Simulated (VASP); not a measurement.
# MoS2 in VASP: a series of runs

MoS2 is run at these levels: PBEsol+D3(BJ); tasks: single point.

Everything below comes from runs of VASP 6.6.1. Logs are shortened: lines on timing, memory, paths and dates and some standing lists are left out, and cuts for length are marked.

## (1) The cell of the first run

The cell holds a slab with vacuum, 6 atoms: a = 3.142 Å, b = 3.142 Å, c = 21.378 Å, α = 90.00°, β = 90.00°, γ = 120.00°.

## (2) Single point, PBEsol+D3(BJ)

Input file INCAR:

```
SYSTEM = MoS2
  ALGO = Normal
  EDIFF = 1E-6
  ENCUT = 520
  GGA = PS
  ISIF = 2
  ISMEAR = -1
  IVDW = 12
  LASPH = .TRUE.
  LCHARG = .FALSE.
  LREAL = .FALSE.
  LWAVE = .FALSE.
  NBANDS = 35
  NELM = 80
  PREC = Accurate
  SIGMA = 0.05
```

Input file KPOINTS:

```
k-points
0
G
  10 10 2
  0 0 0
```

Input file POSCAR:

```
MoS2
1.0
    3.1415018360      0.0000000000      0.0000000000
   -1.5707509180      2.7206203960      0.0000000000
    0.0000000000      0.0000000000     21.3776537535
Mo S
2 4
Direct
    0.3333333333      0.6666666667      0.8511602300
    0.6666666667      0.3333333333      0.1488397700
    0.6666666667      0.3333333333      0.7796253900
    0.3333333333      0.6666666667      0.0772510000
    0.6666666667      0.3333333333      0.9227490000
    0.3333333333      0.6666666667      0.2203746100
```

Potentials or basis: VASP PAW PBE potentials, release 64 (Mo_sv, S).

The run is started by

```console
$ cat potpaw_PBE.64/Mo_sv/POTCAR potpaw_PBE.64/S/POTCAR > POTCAR
$ mpirun -np 1 vasp_std > vasp.out
```

OUTCAR:

```text
SYSTEM = MoS2
   EDIFF = 1E-6
   ENCUT = 520
   GGA = PS
   ISIF = 2
   ISMEAR = -1
   IVDW = 12
   LASPH = .TRUE.
   LREAL = .FALSE.
   NELM = 80
   PREC = Accurate
 IVDW          = 12

 ion  position               nearest neighbor table
   1  0.333  0.667  0.851-   3 2.37   3 2.37   3 2.37   5 2.37   5 2.37   5 2.37
   2  0.667  0.333  0.149-   6 2.37   6 2.37   6 2.37   4 2.37   4 2.37   4 2.37
   3  0.667  0.333  0.780-   1 2.37   1 2.37   1 2.37
   4  0.333  0.667  0.077-   2 2.37   2 2.37   2 2.37
   5  0.667  0.333  0.923-   1 2.37   1 2.37   1 2.37
   6  0.333  0.667  0.220-   2 2.37   2 2.37   2 2.37

  LATTYP: Found a hexagonal cell.
 ALAT       =     3.1415018360
 C/A-ratio  =     6.8049152506

  Lattice vectors:

 A1 = (   3.1415018360,   0.0000000000,   0.0000000000)
 A2 = (  -1.5707509180,   2.7206203960,   0.0000000000)
 A3 = (   0.0000000000,   0.0000000000,  21.3776537535)

Analysis of symmetry for initial positions (statically):
=====================================================================
 Subroutine PRICEL returns:
 Original cell was already a primitive cell.

 Routine SETGRP: Setting up the symmetry group for a
 hexagonal supercell.

 Subroutine GETGRP returns: Found 12 space group operations
 (whereof 12 operations were pure point group operations)
 out of a pool of 24 trial point group operations.

The static configuration has the point symmetry D_3d.

Analysis of symmetry for dynamics (positions and initial velocities):
=====================================================================
 Subroutine PRICEL returns:
 Original cell was already a primitive cell.

 Routine SETGRP: Setting up the symmetry group for a
 hexagonal supercell.

 Subroutine GETGRP returns: Found 12 space group operations
 (whereof 12 operations were pure point group operations)
 out of a pool of 24 trial point group operations.

The dynamic configuration has the point symmetry D_3d.

 Subroutine INISYM returns: Found 12 space group operations
 (whereof 12 operations are pure point group operations),
 and found     1 'primitive' translations

----------------------------------------------------------------------------------------

                                     Primitive cell

  volume of cell :     182.7113

  direct lattice vectors                    reciprocal lattice vectors
     3.141501836  0.000000000  0.000000000     0.318319088  0.183781611  0.000000000
    -1.570750918  2.720620396  0.000000000     0.000000000  0.367563223  0.000000000
     0.000000000  0.000000000 21.377653753     0.000000000  0.000000000  0.046777818

  length of vectors
     3.141501836  3.141501836 21.377653753     0.367563223  0.367563223  0.046777818

  position of ions in fractional coordinates (direct lattice)
     0.333333333  0.666666667  0.851160230
     0.666666667  0.333333333  0.148839770
     0.666666667  0.333333333  0.779625390
     0.333333333  0.666666667  0.077251000
     0.666666667  0.333333333  0.922749000
     0.333333333  0.666666667  0.220374610

  ion indices of the primitive-cell ions
   primitive index   ion index
                 1           1
                 2           2
                 3           3
                 4           4
                 5           5
                 6           6

----------------------------------------------------------------------------------------

 KPOINTS: k-points

Automatic generation of k-mesh.
 Grid dimensions read from file:
 generate k-points for:   10   10    2

 Generating k-lattice:

  Cartesian coordinates                     Fractional coordinates (reciprocal lattice)
     0.031831909  0.018378161  0.000000000     0.100000000  0.000000000  0.000000000
     0.000000000  0.036756322  0.000000000     0.000000000  0.100000000  0.000000000
     0.000000000  0.000000000  0.023388909     0.000000000  0.000000000  0.500000000

  Length of vectors
     0.036756322  0.036756322  0.023388909

  Shift w.r.t. Gamma in fractional coordinates (k-lattice)
     0.000000000  0.000000000  0.000000000

 Subroutine IBZKPT returns following result:
 ===========================================

 Found     28 irreducible k-points:

 Following reciprocal coordinates:
            Coordinates               Weight
  0.000000  0.000000  0.000000      1.000000
  0.100000  0.000000  0.000000      6.000000
  0.200000  0.000000  0.000000      6.000000
  0.300000 -0.000000  0.000000      6.000000
  0.400000  0.000000  0.000000      6.000000
  0.500000  0.000000  0.000000      3.000000
[... 16 lines left out ...]
  0.300000  0.100000  0.500000     12.000000
  0.400000  0.100000  0.500000     12.000000
 [... further k-points ...]
   k-points           NKPTS =     28   k-points in BZ     NKDIM =     28   number of bands    NBANDS=     35
   number of dos      NEDOS =    301   number of ions     NIONS =      6
   total plane-waves  NPLWV =  92160
   dimension x,y,z NGX =    24 NGY =   24 NGZ =  160
   dimension x,y,z NGXF=    48 NGYF=   48 NGZF=  320
   ions per type =               2   4
   NGX,Y,Z   is equivalent  to a cutoff of  12.70, 12.70, 12.44 a.u.
   NGXF,Y,Z  is equivalent  to a cutoff of  25.40, 25.40, 24.89 a.u.
 SYSTEM =  MoS2
   PREC   = accura    normal or accurate (medium, high low for compatibility)
   ISTART =      0    job   : 0-new  1-cont  2-samecut
   ICHARG =      2    charge: 1-file 2-atom 10-const
   ISPIN  =      1    spin polarized calculation?
   LNONCOLLINEAR =      F non collinear calculations
   LSORBIT =      F    spin-orbit coupling
   LASPH  =      T    aspherical Exc in radial PAW
   ENCUT  =  520.0 eV  38.22 Ry    6.18 a.u.   5.84  5.84 39.75*2*pi/ulx,y,z
   NELM   =     80;   NELMIN=  2; NELMDL= -5     # of ELM steps
   EDIFF  = 0.1E-05   stopping-criterion for ELM
   LREAL  =      F    real-space projection
   EDIFFG = 0.1E-04   stopping-criterion for IOM
   NSW    =      0    number of steps for IOM
   IBRION =     -1    ionic relax: 0-MD 1-quasi-New 2-CG
   NFREE  =      0    steps in history (QN), initial steepest desc. (CG)
   ISIF   =      2    stress and relaxation
   ISYM   =      2    0-nonsym 1-usesym 2-fastsym
   POTIM  = 0.5000    time-step for ionic-motion
   TEBEG  =    0.0;   TEEND  =   0.0 temperature during run
   PSTRESS=    0.0 pullay stress
   NELECT =      52.0000    total number of electrons
   NUPDOWN=      -1.0000    fix difference up-down
   EMIN   =  10.00;   EMAX   =-10.00  energy-range for DOS
   EFERMI =   0.00;   METHOD = LEGACY
   ISMEAR =    -1;   SIGMA  =   0.05  broadening in eV -4-tet -1-fermi 0-gaus
   EFERMI_NEDOS =   21; number of points for ismear=-14 and -15
   IALGO  =     38    algorithm
   IMIX   =      4    mixing-type and parameters
     AMIX     =   0.40;   BMIX     =  1.00
     AMIX_MAG =   1.60;   BMIX_MAG =  1.00
  volume/ion in A,a.u.               =      30.45       205.50
  Fermi-wavevector in a.u.,A,eV,Ry     =   1.076847  2.034947 15.777321  1.159600
  Thomas-Fermi vector in A             =   2.212743
   LORBIT       =      0    0 simple, 1 ext, 2 COOP (PROOUT), +10 PAW based schemes
   GGA     = PS    functional components
   LHFCALC =     F    Hartree Fock is set to
   AEXX    =    0.0000 exact exchange contribution
   IVDW    =    12    specifies the selected vdW correction
   LEPSILON=     F    determine dielectric tensor
   LRPA    =     F    only Hartree local field effects (RPA)
 non-spin polarized calculation
  energy-cutoff  :      520.00
  volume of cell :      182.71
 maximum number of plane-waves:      4958
 NGX is ok and might be reduce to    24
   NGX = 11   NGY = 11   NGZ = 79

 number of electron      51.9999998 magnetization

 Free energy of the ion-electron system (eV)
  ---------------------------------------------------
  ext. energy  EPLUGINS =         0.00000000
  ---------------------------------------------------
  free energy    TOTEN  =       -46.84441371 eV

  energy without entropy =      -46.84441364  energy(sigma->0) =      -46.84441367

 E-fermi :   2.5524     XC(G=0):  -6.8118

 val. band max:        1.8876672783   @ k =   0.0000   0.0000   0.0000
 cond. band min:       3.3366105184   @ k =   0.3000   0.3000   0.0000
 fundamental gap:      1.4489432401
 Fermi energy:         2.5524337430

 k-point     1 :       0.0000    0.0000    0.0000
  band No.  band energies     occupation
      1     -59.2144      2.00000
      2     -59.2144      2.00000
      3     -33.4360      2.00000
      4     -33.4360      2.00000
      5     -33.1791      2.00000
      6     -33.1791      2.00000
[... 27 lines left out ...]
     34       4.7536      0.00000
     35       6.9500      0.00000

 k-point     2 :       0.1000    0.0000    0.0000
  band No.  band energies     occupation
      1     -59.2100      2.00000
      2     -59.2100      2.00000
      3     -33.4274      2.00000
      4     -33.4274      2.00000
      5     -33.2225      2.00000
      6     -33.2225      2.00000
[... 27 lines left out ...]
     34       4.6678      0.00000
     35       7.1750      0.00000

 k-point     3 :       0.2000    0.0000    0.0000
  band No.  band energies     occupation
      1     -59.1985      2.00000
      2     -59.1985      2.00000
      3     -33.4047      2.00000
      4     -33.4047      2.00000
      5     -33.3347      2.00000
      6     -33.3347      2.00000
[... 27 lines left out ...]
     34       5.2560      0.00000
     35       7.7555      0.00000
[... 723 lines left out ...]
 k-point    23 :       0.3000    0.1000    0.5000
  band No.  band energies     occupation
      1     -59.1763      2.00000
      2     -59.1763      2.00000
      3     -33.5276      2.00000
      4     -33.5276      2.00000
      5     -33.3608      2.00000
      6     -33.3608      2.00000
[... 27 lines left out ...]
     34       6.1568      0.00000
     35       9.1418      0.00000

 k-point    24 :       0.4000    0.1000    0.5000
  band No.  band energies     occupation
      1     -59.1683      2.00000
      2     -59.1683      2.00000
      3     -33.5971      2.00000
      4     -33.5971      2.00000
      5     -33.3450      2.00000
      6     -33.3449      2.00000
[... 27 lines left out ...]
     34       6.0559      0.00000
     35       8.0129      0.00000

 [... further k-points ...]

------------------------ aborting loop because EDIFF is reached ----------------------------------------

 Edisp (eV)   -1.81204

 E8    (eV) :    -1.1595

  FORCE on cell =-STRESS in cart. coord.  units (eV):
  Direction    XX          YY          ZZ          XY          YZ          ZX
  --------------------------------------------------------------------------------------
  -------------------------------------------------------------------------------------
  Total      -0.63496    -0.63496     2.17406    -0.00000     0.00000     0.00000
  in kB      -5.56790    -5.56790    19.06409    -0.00000     0.00000     0.00000
  external pressure =        2.64 kB  Pullay stress =        0.00 kB

 VOLUME and BASIS-vectors are now :
 -----------------------------------------------------------------------------
  energy-cutoff  :      520.00
  volume of cell :      182.71
      direct lattice vectors                 reciprocal lattice vectors
     3.141501836  0.000000000  0.000000000     0.318319088  0.183781611  0.000000000
    -1.570750918  2.720620396  0.000000000     0.000000000  0.367563223  0.000000000
     0.000000000  0.000000000 21.377653753     0.000000000  0.000000000  0.046777818

 POSITION                                       TOTAL-FORCE (eV/Angst)
 -----------------------------------------------------------------------------------
     -0.00000      1.81375     18.19581        -0.000000     -0.000000      0.082810
      1.57075      0.90687      3.18185        -0.000000      0.000000     -0.082810
      1.57075      0.90687     16.66656         0.000000     -0.000000     -0.513144
     -0.00000      1.81375      1.65145         0.000000      0.000000     -0.619005
      1.57075      0.90687     19.72621         0.000000     -0.000000      0.619005
     -0.00000      1.81375      4.71109         0.000000      0.000000      0.513144
 -----------------------------------------------------------------------------------
    total drift:                                0.000000     -0.000000      0.000000

  FREE ENERGIE OF THE ION-ELECTRON SYSTEM (eV)
  ---------------------------------------------------
  free  energy   TOTEN  =       -48.6564494182 eV

  energy  without entropy=      -48.6564493540  energy(sigma->0) =      -48.65644939
```

Run time: 2 min. Hardware: 1 thread of Intel Xeon 6975P-C (Granite Rapids), shared host; peak memory 0.37 GiB.

What came out:

| Quantity | Value |
| --- | --- |
| Free energy | -48.6564 eV |
| Largest force | 0.619 eV/Å |
| Band gap on the k mesh | 1.45 eV, indirect (least direct gap 2.01 eV) |
| Dispersion energy per atom | -0.302 eV |

Forces in eV/Å, atoms in the order of the input:
```
Mo   0.000  0.000  0.083
Mo   0.000  0.000 -0.083
S    0.000  0.000 -0.513
S    0.000  0.000 -0.619
S    0.000  0.000  0.619
S    0.000  0.000  0.513
```

Levels at points of the mesh, in eV from the valence-band top:
```tsv
k point	band 22	band 23	band 24	band 25	band 26	band 27	band 28	band 29	band 30	band 31
(0.00, 0.00, 0.00)	-2.00	-2.00	-1.77	-0.57	0.00	2.49	2.49	2.49	2.49	2.82
(0.50, 0.00, 0.00)	-2.25	-1.42	-1.36	-1.10	-1.06	1.95	1.97	2.46	2.56	3.45
(0.00, 0.00, 0.50)	-2.00	-2.00	-1.77	-0.57	0.00	2.49	2.49	2.49	2.49	2.82
(0.50, 0.00, 0.50)	-2.25	-1.42	-1.36	-1.10	-1.06	1.95	1.97	2.46	2.56	3.45
```

Caveat: the PAW data sets were made with another functional, which shifts forces and pressure a little.

## (3) Single point, PBEsol+D3(BJ)

This run uses another cell than the first one, of 31.09 Å³/atom, 1.021 times its volume.

Input file INCAR:

```
SYSTEM = MoS2
ALGO = Normal
EDIFF = 1E-6
ENCUT = 520
GGA = PS
ISIF = 2
ISMEAR = -1
IVDW = 12
LASPH = .True.
LCHARG = .True.
LELF = .True.
LREAL = .False.
LVHAR = .True.
LWAVE = .False.
NBANDS = 35
NELM = 60
PREC = Accurate
SIGMA = 0.05
```

Input file KPOINTS:

```
k-points
0
Gamma
  10 10 2
  0 0 0
```

Changes to POSCAR since step 2:

```diff
@@ -2,5 +2,5 @@
 1.0
-    3.1415018360      0.0000000000      0.0000000000
-   -1.5707509180      2.7206203960      0.0000000000
-    0.0000000000      0.0000000000     21.3776537535
+    3.1631680506      0.0000000000      0.0000000000
+   -1.5815840253      2.7393838882      0.0000000000
+    0.0000000000      0.0000000000     21.5250905073
 Mo S
```

Potentials or basis: VASP PAW PBE potentials, release 64 (Mo_sv, S).

The run is started by

```console
$ cat potpaw_PBE.64/Mo_sv/POTCAR potpaw_PBE.64/S/POTCAR > POTCAR
$ mpirun -np 1 vasp_std > vasp.out
```

It took 2.1 min on 1 thread of Intel Xeon 6975P-C (Granite Rapids), shared host; peak memory 0.38 GiB.

The run converged. Its results:

| Item | Value |
| --- | --- |
| Free energy | -48.6416 eV |
| Largest force | 0.252 eV/Å |
| Band gap on the k mesh | 1.42 eV, indirect (least direct gap 1.95 eV) |
| Dispersion energy per atom | -0.296 eV |

Forces on the atoms (eV/Å):
```
Mo   0.000  0.000  0.081
Mo   0.000  0.000 -0.081
S    0.000  0.000 -0.145
S    0.000  0.000 -0.252
S    0.000  0.000  0.252
S    0.000  0.000  0.145
```

Levels at points of the mesh, in eV from the valence-band top:
| k point | band 22 | band 23 | band 24 | band 25 | band 26 | band 27 | band 28 | band 29 | band 30 | band 31 |
| --- | --- | --- | --- | --- | --- | --- | --- | --- | --- | --- |
| (0.00, 0.00, 0.00) | -1.96 | -1.96 | -1.74 | -0.53 | 0.00 | 2.44 | 2.44 | 2.44 | 2.44 | 2.74 |
| (0.50, 0.00, 0.00) | -2.22 | -1.41 | -1.36 | -1.07 | -1.04 | 1.90 | 1.92 | 2.40 | 2.50 | 3.40 |
| (0.00, 0.00, 0.50) | -1.96 | -1.96 | -1.74 | -0.53 | 0.00 | 2.44 | 2.44 | 2.44 | 2.44 | 2.74 |
| (0.50, 0.00, 0.50) | -2.22 | -1.41 | -1.36 | -1.07 | -1.04 | 1.90 | 1.92 | 2.40 | 2.50 | 3.40 |

Caveat: the PAW data sets were made with another functional, which shifts forces and pressure a little.

## (4) Single point, PBEsol+D3(BJ)

This run uses another cell than the first one, of 31.72 Å³/atom, 1.042 times its volume.

Input file INCAR:

```
ALGO     = Normal         # electronic algorithm
EDIFF    = 1E-6           # SCF threshold, eV
ENCUT    = 520            # plane-wave cutoff, eV
GGA      = PS             # functional
ISIF     = 2              # what is computed and relaxed
ISMEAR   = -1             # smearing method
IVDW     = 12             # dispersion correction
LASPH    = True           # aspherical terms in the spheres
LCHARG   = False          # write CHGCAR
LREAL    = False          # projectors in reciprocal space
LWAVE    = False          # write WAVECAR
NBANDS   = 35             # bands
NELM     = 80             # most SCF steps
PREC     = Accurate       # precision mode
SIGMA    = 0.05           # smearing width, eV
```

Input file KPOINTS:

```
k-points
0
Gamma
  10 10 2
```

Changes to POSCAR since step 3:

```diff
@@ -2,5 +2,5 @@
 1.0
-    3.1631680506      0.0000000000      0.0000000000
-   -1.5815840253      2.7393838882      0.0000000000
-    0.0000000000      0.0000000000     21.5250905073
+    3.1845414560      0.0000000000      0.0000000000
+   -1.5922707280      2.7578938003      0.0000000000
+    0.0000000000      0.0000000000     21.6705347200
 Mo S
```

The run is started by

```console
$ cat potpaw_PBE.64/Mo_sv/POTCAR potpaw_PBE.64/S/POTCAR > POTCAR
$ mpirun -np 1 vasp_std > vasp.out
```

Wall time 1.8 min (1 thread of Intel Xeon 6975P-C (Granite Rapids), shared host); peak memory 0.37 GiB.

The run converged. Its results:

* Free energy: -48.5857 eV
* Largest force: 0.195 eV/Å
* Band gap on the k mesh: 1.39 eV, indirect (least direct gap 1.90 eV)
* Dispersion energy per atom: -0.291 eV

Forces in eV/Å, atoms in the order of the input:
```
Mo   0.000  0.000  0.079
Mo   0.000  0.000 -0.079
S    0.000  0.000  0.195
S    0.000  0.000  0.087
S    0.000  0.000 -0.087
S    0.000  0.000 -0.195
```

Levels at points of the mesh, in eV from the valence-band top:
```csv
k point,band 24,band 25,band 26,band 27,band 28,band 29
"(0.00, 0.00, 0.00)",-1.71,-0.50,0.00,2.39,2.39,2.40
"(0.50, 0.00, 0.00)",-1.35,-1.04,-1.01,1.85,1.87,2.34
"(0.00, 0.00, 0.50)",-1.71,-0.50,0.00,2.39,2.39,2.40
"(0.50, 0.00, 0.50)",-1.35,-1.04,-1.01,1.85,1.87,2.34
```

Caveat: the PAW data sets were made with another functional, which shifts forces and pressure a little.

## (5) Overview

```tsv
cell	gap on the mesh (eV)	largest force (eV/Å)
a = 3.142, b = 3.142, c = 21.378 Å, angles 90.0, 90.0, 120.0°, 6 atoms	1.45	0.62
a = 3.163, b = 3.163, c = 21.525 Å, angles 90.0, 90.0, 120.0°, 6 atoms	1.42	0.25
a = 3.185, b = 3.185, c = 21.671 Å, angles 90.0, 90.0, 120.0°, 6 atoms	1.39	0.20
```

Alike in all rows: task single point; level PBEsol+D3(BJ); potentials or basis VASP PAW PBE potentials, release 64 (Mo_sv, S); no spin polarisation; k mesh 10 × 10 × 2; cutoff (eV) 520; smearing fermi-dirac 0.05 eV.

Caveats: the PAW data sets were made with another functional, which shifts forces and pressure a little.

Absolute energies hang on the potentials; compare differences alone.
